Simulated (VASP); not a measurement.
# Zn in VASP: further runs

Zn is run at these levels: PBE; tasks: single point.

Everything below comes from runs of VASP 6.6.1. Logs are shortened: lines on timing, memory, paths and dates and some standing lists are left out, and cuts for length are marked.

## Step 1: The cell of the first run

The cell holds a slab with vacuum, 6 atoms: a = 2.636 Å, b = 5.093 Å, c = 11.867 Å, α = 90.00°, β = 90.00°, γ = 90.00°.

## Step 2: Single point, PBE

Contents of INCAR:

```
SYSTEM = Zn
PREC     = Accurate       ! precision mode
ENCUT    = 520            ! plane-wave cutoff, eV
EDIFF    = 1E-6           ! SCF threshold, eV
ISMEAR   = -1             ! smearing method
SIGMA    = 0.1            ! smearing width, eV
LREAL    = .False.        ! projectors in reciprocal space
LASPH    = .True.         ! aspherical terms in the spheres
NELM     = 100            ! most SCF steps
ALGO     = Normal         ! electronic algorithm
ISIF     = 2              ! what is computed and relaxed
LWAVE    = .False.        ! write WAVECAR
LCHARG   = .False.        ! write CHGCAR
LDIPOL   = .True.       
IDIPOL   = 3            
DIPOL    = 0.5 0.5 0.500
GGA      = PE             ! functional
NBANDS   = 45             ! bands
```

Contents of KPOINTS:

```
Automatic mesh
0
Gamma
  14 7 1
  0 0 0
```

Contents of POSCAR:

```
Zn
1.0
    2.6358129023      0.0000000000      0.0000000000
    0.0000000000      5.0929172529      0.0000000000
    0.0000000000      0.0000000000     11.8674000000
Zn
6
Direct
    0.7500000000      0.7500000000      0.2954741725
    0.2500000000      0.2500000000      0.2949253291
    0.2500000000      0.7500000000      0.5002735550
    0.7500000000      0.2500000000      0.4997264380
    0.7500000000      0.7500000000      0.7050746709
    0.2500000000      0.2500000000      0.7045258297
```

Potentials or basis: VASP PAW PBE potentials, release 64 (Zn).

Started as:

```bash
> cat potpaw_PBE.64/Zn/POTCAR > POTCAR
> mpirun -np 1 vasp_std > vasp.out
```

OUTCAR:

```text
SYSTEM = Zn
   PREC = Accurate
   ENCUT = 520
   EDIFF = 1E-6
   ISMEAR = -1
   LREAL = .False.
   LASPH = .True.
   NELM = 100
   ISIF = 2
   GGA = PE

 ion  position               nearest neighbor table
   1  0.750  0.750  0.295-   3 2.76   3 2.76   2 2.87   2 2.87   2 2.87   2 2.87
   2  0.250  0.250  0.295-   4 2.76   4 2.76   1 2.87   1 2.87   1 2.87   1 2.87
   3  0.250  0.750  0.500-   1 2.76   1 2.76   5 2.76   5 2.76   4 2.87   4 2.87   4 2.87   4 2.87

   4  0.750  0.250  0.500-   6 2.76   6 2.76   2 2.76   2 2.76   3 2.87   3 2.87   3 2.87   3 2.87

   5  0.750  0.750  0.705-   3 2.76   3 2.76   6 2.87   6 2.87   6 2.87   6 2.87
   6  0.250  0.250  0.705-   4 2.76   4 2.76   5 2.87   5 2.87   5 2.87   5 2.87

  LATTYP: Found a simple orthorhombic cell.
 ALAT       =     2.6358129023
 B/A-ratio  =     1.9321998342
 C/A-ratio  =     4.5023681270

  Lattice vectors:

 A1 = (   2.6358129023,   0.0000000000,   0.0000000000)
 A2 = (   0.0000000000,   5.0929172529,   0.0000000000)
 A3 = (   0.0000000000,   0.0000000000,  11.8674000000)

Analysis of symmetry for initial positions (statically):
=====================================================================
 Subroutine PRICEL returns:
 Original cell was already a primitive cell.

 Routine SETGRP: Setting up the symmetry group for a
 simple orthorhombic supercell.

 Subroutine GETGRP returns: Found  8 space group operations
 (whereof  2 operations were pure point group operations)
 out of a pool of  8 trial point group operations.

The static configuration has the point symmetry S_2 .
 The point group associated with its full space group is D_2h.

Analysis of symmetry for dynamics (positions and initial velocities):
=====================================================================
 Subroutine PRICEL returns:
 Original cell was already a primitive cell.

 Routine SETGRP: Setting up the symmetry group for a
 simple orthorhombic supercell.

 Subroutine GETGRP returns: Found  8 space group operations
 (whereof  2 operations were pure point group operations)
 out of a pool of  8 trial point group operations.

The dynamic configuration has the point symmetry S_2 .
 The point group associated with its full space group is D_2h.

 Subroutine INISYM returns: Found  8 space group operations
 (whereof  2 operations are pure point group operations),
 and found     1 'primitive' translations

----------------------------------------------------------------------------------------

                                     Primitive cell

  volume of cell :     159.3077

  direct lattice vectors                    reciprocal lattice vectors
     2.635812902  0.000000000  0.000000000     0.379389599  0.000000000  0.000000000
     0.000000000  5.092917253  0.000000000     0.000000000  0.196351119  0.000000000
     0.000000000  0.000000000 11.867400000     0.000000000  0.000000000  0.084264456

  length of vectors
     2.635812902  5.092917253 11.867400000     0.379389599  0.196351119  0.084264456

  position of ions in fractional coordinates (direct lattice)
     0.750000000  0.750000000  0.295474173
     0.250000000  0.250000000  0.294925329
     0.250000000  0.750000000  0.500273555
     0.750000000  0.250000000  0.499726438
     0.750000000  0.750000000  0.705074671
     0.250000000  0.250000000  0.704525830

  ion indices of the primitive-cell ions
   primitive index   ion index
                 1           1
                 2           2
                 3           3
                 4           4
                 5           5
                 6           6

----------------------------------------------------------------------------------------

 KPOINTS: Automatic mesh

Automatic generation of k-mesh.
 Grid dimensions read from file:
 generate k-points for:   14    7    1

 Generating k-lattice:

  Cartesian coordinates                     Fractional coordinates (reciprocal lattice)
     0.027099257  0.000000000  0.000000000     0.071428571  0.000000000  0.000000000
     0.000000000  0.028050160  0.000000000     0.000000000  0.142857143  0.000000000
     0.000000000  0.000000000  0.084264456     0.000000000  0.000000000  1.000000000

  Length of vectors
     0.027099257  0.028050160  0.084264456

  Shift w.r.t. Gamma in fractional coordinates (k-lattice)
     0.000000000  0.000000000  0.000000000

 Subroutine IBZKPT returns following result:
 ===========================================

 Found     32 irreducible k-points:

 Following reciprocal coordinates:
            Coordinates               Weight
  0.000000  0.000000  0.000000      1.000000
  0.071429  0.000000  0.000000      2.000000
  0.142857  0.000000  0.000000      2.000000
  0.214286  0.000000  0.000000      2.000000
  0.285714  0.000000  0.000000      2.000000
  0.357143  0.000000  0.000000      2.000000
[... 16 lines left out ...]
  0.428571  0.285714  0.000000      4.000000
  0.500000  0.285714  0.000000      2.000000
 [... further k-points ...]
   k-points           NKPTS =     32   k-points in BZ     NKDIM =     32   number of bands    NBANDS=     45
   number of dos      NEDOS =    301   number of ions     NIONS =      6
   total plane-waves  NPLWV =  72000
   dimension x,y,z NGX =    20 NGY =   40 NGZ =   90
   dimension x,y,z NGXF=    40 NGYF=   80 NGZF=  180
   ions per type =               6
   NGX,Y,Z   is equivalent  to a cutoff of  12.61, 13.06, 12.61 a.u.
   NGXF,Y,Z  is equivalent  to a cutoff of  25.23, 26.11, 25.22 a.u.
 SYSTEM =  Zn
   PREC   = accura    normal or accurate (medium, high low for compatibility)
   ISTART =      0    job   : 0-new  1-cont  2-samecut
   ICHARG =      2    charge: 1-file 2-atom 10-const
   ISPIN  =      1    spin polarized calculation?
   LNONCOLLINEAR =      F non collinear calculations
   LSORBIT =      F    spin-orbit coupling
   LASPH  =      T    aspherical Exc in radial PAW
   ENCUT  =  520.0 eV  38.22 Ry    6.18 a.u.   4.90  9.47 22.07*2*pi/ulx,y,z
   NELM   =    100;   NELMIN=  2; NELMDL= -5     # of ELM steps
   EDIFF  = 0.1E-05   stopping-criterion for ELM
   LREAL  =      F    real-space projection
   EDIFFG = 0.1E-04   stopping-criterion for IOM
   NSW    =      0    number of steps for IOM
   IBRION =     -1    ionic relax: 0-MD 1-quasi-New 2-CG
   NFREE  =      0    steps in history (QN), initial steepest desc. (CG)
   ISIF   =      2    stress and relaxation
   ISYM   =      2    0-nonsym 1-usesym 2-fastsym
   POTIM  = 0.5000    time-step for ionic-motion
   TEBEG  =    0.0;   TEEND  =   0.0 temperature during run
   PSTRESS=    0.0 pullay stress
   NELECT =      72.0000    total number of electrons
   NUPDOWN=      -1.0000    fix difference up-down
   EMIN   =  10.00;   EMAX   =-10.00  energy-range for DOS
   EFERMI =   0.00;   METHOD = LEGACY
   ISMEAR =    -1;   SIGMA  =   0.10  broadening in eV -4-tet -1-fermi 0-gaus
   EFERMI_NEDOS =   21; number of points for ismear=-14 and -15
   IALGO  =     38    algorithm
   IMIX   =      4    mixing-type and parameters
     AMIX     =   0.40;   BMIX     =  1.00
     AMIX_MAG =   1.60;   BMIX_MAG =  1.00
  volume/ion in A,a.u.               =      26.55       179.18
  Fermi-wavevector in a.u.,A,eV,Ry     =   1.256339  2.374136 21.475258  1.578387
  Thomas-Fermi vector in A             =   2.390052
   LORBIT       =      0    0 simple, 1 ext, 2 COOP (PROOUT), +10 PAW based schemes
   GGA     = PE    functional components
   LHFCALC =     F    Hartree Fock is set to
   AEXX    =    0.0000 exact exchange contribution
   IVDW    =     0    specifies the selected vdW correction
   LEPSILON=     F    determine dielectric tensor
   LRPA    =     F    only Hartree local field effects (RPA)
 non-spin polarized calculation
  energy-cutoff  :      520.00
  volume of cell :      159.31
 maximum number of plane-waves:      4312
 NGX is ok and might be reduce to    20
   NGX =  9   NGY = 19   NGZ = 45

 dipolmoment           0.000000      0.000000     -0.000000 electrons x Angstroem

 number of electron      72.0000011 magnetization

 dipolmoment           0.000000      0.000000      0.000000 electrons x Angstroem

 Free energy of the ion-electron system (eV)
  ---------------------------------------------------
  ext. energy  EPLUGINS =         0.00000000
  ---------------------------------------------------
  free energy    TOTEN  =        -5.69839991 eV

  energy without entropy =       -5.62919583  energy(sigma->0) =       -5.66379787

 E-fermi :  -0.1363     XC(G=0):  -7.9535

 val. band max:       -0.1602897374   @ k =   0.2143   0.1429   0.0000
 cond. band min:      -0.0933533654   @ k =   0.3571   0.1429   0.0000
 fundamental gap:      0.0669363720
 Fermi energy:        -0.1362592982

 k-point     1 :       0.0000    0.0000    0.0000
  band No.  band energies     occupation
      1      -9.2173      2.00000
      2      -8.1504      2.00000
      3      -8.0646      2.00000
      4      -8.0609      2.00000
      5      -7.9429      2.00000
      6      -7.8524      2.00000
[... 37 lines left out ...]
     44       5.7858      0.00000
     45       6.9848      0.00000

 k-point     2 :       0.0714    0.0000    0.0000
  band No.  band energies     occupation
      1      -9.1005      2.00000
      2      -8.0597      2.00000
      3      -8.0134      2.00000
      4      -8.0050      2.00000
      5      -7.8968      2.00000
      6      -7.8021      2.00000
[... 37 lines left out ...]
     44       5.8890      0.00000
     45       7.0765      0.00000

 k-point     3 :       0.1429    0.0000    0.0000
  band No.  band energies     occupation
      1      -8.7593      2.00000
      2      -7.8728      2.00000
      3      -7.8587      2.00000
      4      -7.8193      2.00000
      5      -7.7744      2.00000
      6      -7.7385      2.00000
[... 997 lines left out ...]
     44       5.3824      0.00000
     45       5.7265      0.00000

 k-point    24 :       0.5000    0.2857    0.0000
  band No.  band energies     occupation
      1      -7.8315      2.00000
      2      -7.8315      2.00000
      3      -7.8079      2.00000
      4      -7.8079      2.00000
      5      -7.7299      2.00000
      6      -7.7299      2.00000
[... 37 lines left out ...]
     44       4.9659      0.00000
     45       6.7656      0.00000

 [... further k-points ...]

------------------------ aborting loop because EDIFF is reached ----------------------------------------

 vacuum level on the upper side and lower side of the slab       (xc-potential included)        -1.641        -1.641

  FORCE on cell =-STRESS in cart. coord.  units (eV):
  Direction    XX          YY          ZZ          XY          YZ          ZX
  --------------------------------------------------------------------------------------
  -------------------------------------------------------------------------------------
  Total       -3.9367379     -4.8338955      0.1322539      0.0000000      0.0000000      0.0000000
  in kB      -39.5922614    -48.6150865      1.3300943      0.0000000      0.0000000      0.0000000
  external PRESSURE =     -28.9590845 kB  Pullay stress =       0.0000000 kB

 VOLUME and BASIS-vectors are now :
 -----------------------------------------------------------------------------
  energy-cutoff  :      520.00
  volume of cell :      159.31
      direct lattice vectors                 reciprocal lattice vectors
     2.635812902  0.000000000  0.000000000     0.379389599  0.000000000  0.000000000
     0.000000000  5.092917253  0.000000000     0.000000000  0.196351119  0.000000000
     0.000000000  0.000000000 11.867400000     0.000000000  0.000000000  0.084264456

 POSITION                                       TOTAL-FORCE (eV/Angst)
 -----------------------------------------------------------------------------------
      1.97686      3.81969      3.50651         0.000000     -0.000000     -0.006295
      0.65895      1.27323      3.50000         0.000000     -0.000000     -0.000819
      0.65895      3.81969      5.93695         0.000000      0.000000     -0.002662
      1.97686      1.27323      5.93045         0.000000     -0.000000      0.002662
      1.97686      3.81969      8.36740        -0.000000     -0.000000      0.000819
      0.65895      1.27323      8.36089         0.000000     -0.000000      0.006295
 -----------------------------------------------------------------------------------
    total drift:                               -0.000000      0.000000      0.000032

  FREE ENERGIE OF THE ION-ELECTRON SYSTEM (eV)
  ---------------------------------------------------
  free  energy   TOTEN  =        -5.6983999061 eV

  energy  without entropy=       -5.6291958326  energy(sigma->0) =       -5.66379787

 vacuum level on the upper side and lower side of the slab         2.465         2.465
```

Wall time 4.8 min (1 thread of Intel Xeon 8259CL, shared host); peak memory 0.34 GiB.

What came out:

| Item | Value |
| --- | --- |
| Free energy | -5.6984 eV |
| Largest force | 0.006 eV/Å |
| Band gap on the k mesh | zero (bands 36 and 37 overlap by 2.33 eV) |

Forces in eV/Å, atoms in the order of the input:
```
Zn   0.000  0.000 -0.006
Zn   0.000  0.000 -0.001
Zn   0.000  0.000 -0.003
Zn   0.000  0.000  0.003
Zn   0.000  0.000  0.001
Zn   0.000  0.000  0.006
```

## Step 3: Single point, PBE

Contents of INCAR:

```
  PREC = Accurate
  ENCUT = 520
  EDIFF = 1E-6
  ISMEAR = -1
  SIGMA = 0.1
  LREAL = False
  LASPH = True
  NELM = 60
  ALGO = Normal
  ISIF = 2
  LWAVE = False
  LCHARG = False
  LDIPOL = True
  IDIPOL = 3
  DIPOL = 0.5 0.5 0.500
  GGA = PE
  NBANDS = 45
```

Contents of KPOINTS:

```
Automatic mesh
0
Gamma
  14 7 1
```

POSCAR is that of step 2.

Potentials or basis: VASP PAW PBE potentials, release 64 (Zn).

Started as:

```bash
> cat potpaw_PBE.64/Zn/POTCAR > POTCAR
> mpirun -np 1 vasp_std > vasp.out
```

Run time: 4 min. Hardware: 1 thread of Intel Xeon 8259CL, shared host; peak memory 0.35 GiB.

Results (log left out):

```
Free energy            : -5.6984 eV
Largest force          : 0.006 eV/Å
Band gap on the k mesh : zero (bands 36 and 37 overlap by 2.33 eV)
```

Forces on the atoms (eV/Å):
```
Zn   0.000  0.000 -0.006
Zn   0.000  0.000 -0.001
Zn   0.000  0.000 -0.003
Zn   0.000  0.000  0.003
Zn   0.000  0.000  0.001
Zn   0.000  0.000  0.006
```

Levels at points of the mesh, in eV from the Fermi level:
| k point | band 33 | band 34 | band 35 | band 36 | band 37 | band 38 | band 39 | band 40 |
| --- | --- | --- | --- | --- | --- | --- | --- | --- |
| (0.00, 0.00, 0.00) | -4.33 | -2.54 | -2.46 | -1.43 | -1.29 | -0.89 | 1.04 | 1.32 |
| (0.50, 0.00, 0.00) | -1.46 | -1.46 | 0.68 | 0.68 | 2.52 | 2.52 | 3.90 | 3.90 |

The gap in the log of VASP goes by the Fermi energy; the results here count the filled bands.